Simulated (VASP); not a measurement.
# KZrN (P-6m2) in VASP: notebook, part 2 of 2

VASP 6.6.1.

## 4. Relaxation of cell and atoms, PBE

The input, INCAR:

```
SYSTEM = KZrN
PREC     = Accurate       ! precision mode
ENCUT    = 600            ! plane-wave cutoff, eV
EDIFF    = 1E-6           ! SCF threshold, eV
ISMEAR   = 0              ! smearing method
SIGMA    = 0.1            ! smearing width, eV
LREAL    = .FALSE.        ! projectors in reciprocal space
LASPH    = .TRUE.         ! aspherical terms in the spheres
NELM     = 60             ! most SCF steps
ALGO     = Normal         ! electronic algorithm
ISIF     = 3              ! what is computed and relaxed
LWAVE    = .FALSE.        ! write WAVECAR
LCHARG   = .FALSE.        ! write CHGCAR
GGA      = PE             ! functional
IBRION   = 2              ! ionic algorithm
NSW      = 90             ! ionic steps
EDIFFG   = -0.04          ! ionic threshold
```

The input, KPOINTS:

```
Automatic mesh
0
G
  6 6 4
  0 0 0
```

The input, POSCAR:

```
KZrN
1.0
    4.2055219300      0.0000000000      0.0000000000
   -2.1027609700      3.6420888300      0.0000000000
    0.0000000000      0.0000000000      4.8001597100
K Zr N
1 1 1
Direct
    0.0000000000      0.0000000000      0.0000000000
    0.3333333300      0.6666666700      0.5000000000
    0.6666666700      0.3333333300      0.5000000000
```

Potentials or basis: VASP PAW PBE potentials, release 64 (K_sv, Zr_sv, N).

On the command line:

```bash
cat potpaw_PBE.64/K_sv/POTCAR potpaw_PBE.64/Zr_sv/POTCAR potpaw_PBE.64/N/POTCAR > POTCAR
mpirun -np 1 vasp_std > vasp.out
```

OUTCAR:

```text
SYSTEM = KZrN
   PREC = Accurate
   ENCUT = 600
   EDIFF = 1E-6
   ISMEAR = 0
   LREAL = .FALSE.
   LASPH = .TRUE.
   NELM = 60
   ISIF = 3
   GGA = PE
   IBRION = 2
   NSW = 90
   EDIFFG = -0.04

 ion  position               nearest neighbor table
   1  0.000  0.000  0.000-   2 3.41   2 3.41   2 3.41   2 3.41   2 3.41   2 3.41
   2  0.333  0.667  0.500-   3 2.43   3 2.43   3 2.43   1 3.41   1 3.41   1 3.41   1 3.41   1 3.41
                             1 3.41
   3  0.667  0.333  0.500-   2 2.43   2 2.43   2 2.43

  LATTYP: Found a hexagonal cell.
 ALAT       =     4.2055219300
 C/A-ratio  =     1.1413945260

  Lattice vectors:

 A1 = (   4.2055219300,   0.0000000000,   0.0000000000)
[... 178 lines left out ...]

------------------------ aborting loop because EDIFF is reached ----------------------------------------

  FORCE on cell =-STRESS in cart. coord.  units (eV):
  Direction    XX          YY          ZZ          XY          YZ          ZX
  --------------------------------------------------------------------------------------
  -------------------------------------------------------------------------------------
  Total       -8.5758562     -8.5758563      2.1136121      0.0000000      0.0000000     -0.0000000
  in kB     -186.8796240   -186.8796242     46.0584942      0.0000003      0.0000000     -0.0000000
  external PRESSURE =    -109.2335847 kB  Pullay stress =       0.0000000 kB
[... 1100 lines left out ...]
--------------------------------------- Ionic step        8  -------------------------------------------

 number of electron      26.0000000 magnetization

 Free energy of the ion-electron system (eV)
  ---------------------------------------------------
  ext. energy  EPLUGINS =         0.00000000
  ---------------------------------------------------
  free energy    TOTEN  =       -19.31973485 eV

  energy without entropy =      -19.30916274  energy(sigma->0) =      -19.31444879

 E-fermi :   4.0693     XC(G=0):  -8.7662

 val. band max:        4.0456136830   @ k =   0.5000   0.0000   0.5000
 cond. band min:       4.0950453905   @ k =   0.1667  -0.0000   0.5000
 fundamental gap:      0.0494317075
 Fermi energy:         4.0692516045
[... 448 lines left out ...]
  FREE ENERGIE OF THE ION-ELECTRON SYSTEM (eV)
  ---------------------------------------------------
  free  energy   TOTEN  =       -19.3197348537 eV

  energy  without entropy=      -19.3091627358  energy(sigma->0) =      -19.31444879

 reached required accuracy - stopping structural energy minimisation
```

It took 6.4 min on 1 thread of Intel Xeon 8259CL, shared host; peak memory 0.26 GiB.

What came out:

```
Free energy                           : -19.3197 eV
Relaxed volume                        : 24.94 Å³/atom
Relaxed cell                          : a = 3.643 Å, b = 3.643 Å, c = 6.511 Å, α = 90.00°, β = 90.00°, γ = 120.00°
Space group after relaxing (to 0.1 Å) : P-6m2 (No. 187)
Energy gained by relaxing             : 717.0 meV/atom
Ionic steps                           : 8
Pressure after relaxing               : 0.0 GPa
Band gap on the k mesh                : zero (bands 13 and 14 overlap by 0.21 eV)
```

The path:
| step | energy change (eV) | largest force (eV/Å) | pressure (GPa) | volume (Å³) |
| --- | --- | --- | --- | --- |
| 1 | 0.0000 | 0.0000 | -10.92 | 73.52 |
| 2 | -1.1891 | 0.0000 | 12.00 | 56.50 |
| 3 | -1.2482 | 0.0000 | 6.09 | 58.86 |
| 4 | -1.6742 | 0.0000 | 6.38 | 62.15 |
| 5 | -1.8280 | 0.0000 | 10.00 | 70.23 |
| 6 | -2.0009 | 0.0000 | 7.76 | 67.34 |
| 7 | -2.1089 | 0.0000 | -3.17 | 79.31 |
| 8 | -2.1509 | 0.0000 | 0.04 | 74.83 |

Final structure:
```yaml
crystal:
  lattice:
    - [3.64287, 0.00000, 0.00000]
    - [-1.82144, 3.15482, 0.00000]
    - [0.00000, 0.00000, 6.51073]
  atoms:
    - { symbol: K, position: [0.00000, 0.00000, 0.00000] }
    - { symbol: Zr, position: [0.33333, 0.66667, 0.50000] }
    - { symbol: N, position: [0.66667, 0.33333, 0.50000] }
```

Levels at points of the mesh, in eV from the Fermi level:
```csv
k point,band 9,band 10,band 11,band 12,band 13,band 14,band 15,band 16,band 17
"(0.00, 0.00, 0.00)",-14.46,-4.78,-4.78,-3.16,-2.48,1.90,2.12,2.12,2.69
"(0.50, 0.00, 0.00)",-13.53,-4.37,-3.85,-2.78,-0.20,1.23,1.44,1.77,2.13
"(0.00, 0.00, 0.50)",-14.41,-4.78,-4.78,-3.63,-0.93,-0.24,2.09,2.09,2.69
"(0.50, 0.00, 0.50)",-13.54,-4.33,-3.88,-2.78,-0.02,0.98,1.31,1.55,2.53
```

Caveat: a cell axis changed by over 15 % at a fixed basis, so the end point is rough.

## 5. Overview

```tsv
task	cell	cutoff (eV)	gap on the mesh (eV)	pressure (GPa)
single point	a = 4.206, b = 4.206, c = 4.800 Å, angles 90.0, 90.0, 120.0°, 3 atoms	520	none	-10.9
single point	a = 3.639, b = 3.639, c = 6.704 Å, angles 90.0, 90.0, 120.0°, 3 atoms	520	none	0.2
relaxation of cell and atoms	relaxed from a = 4.206, b = 4.206, c = 4.800 Å, angles 90.0, 90.0, 120.0°, 3 atoms	600	none	0.0
```

Alike in all rows: level PBE; potentials or basis VASP PAW PBE potentials, release 64 (K_sv, Zr_sv, N); no spin polarisation; k mesh 6 × 6 × 4; smearing gaussian 0.1 eV.

Caveats: the stress differs along the axes, from -19 to 5 GPa (at least some runs); a cell axis changed by over 15 % at a fixed basis, so the end point is rough (at least some runs).

Total energies depend on the potentials used, so only differences within one code and one set of settings carry meaning.

The gap in the log of VASP goes by the Fermi energy; the results here count the filled bands.